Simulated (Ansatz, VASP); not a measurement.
**One calculation of CoO, two programs**

```
CELL_PARAMETERS angstrom
0.00000 2.24956 2.24956
2.24956 0.00000 2.24956
2.24956 2.24956 0.00000
ATOMIC_POSITIONS crystal
Co 0.00000 0.00000 0.00000
O 0.25000 0.25000 0.25000
```

Alike in both runs: functional PBE; k mesh 13 × 13 × 13; occupations fermi-dirac, width 0.05 eV; collinear spin.

Ansatz relaxed the structure, and its values are those at the end. VASP's run is a single point on that final structure, the one shown.

|  | VASP | Ansatz |
| --- | --- | --- |
| version | VASP 6.6.1 | Ansatz 0.2.0 |
| potentials or method | VASP PAW PBE potentials, release 64 (Co, O) | PAW with Ansatz's default frozen-core files, scalar-relativistic |
| plane-wave cutoff (eV) | 520 | 420 |
| valence electrons in the cell | 15 | 23 |

|  | VASP | Ansatz | Ansatz less VASP |
| --- | --- | --- | --- |
| pressure (GPa) | -0.2 | 0.0 | +0.22 |
| net moment per atom (μB) | 1.37 | 1.38 | +0.009 |
| size of the moment on the site where the two differ most (μB) | 2.36 | 2.22 | -0.142 |

Site moments also hang on the region over which each program counts them. VASP's potentials hold 15 valence electrons a cell and Ansatz's 23, so a difference there can come from the potentials and not from the codes.
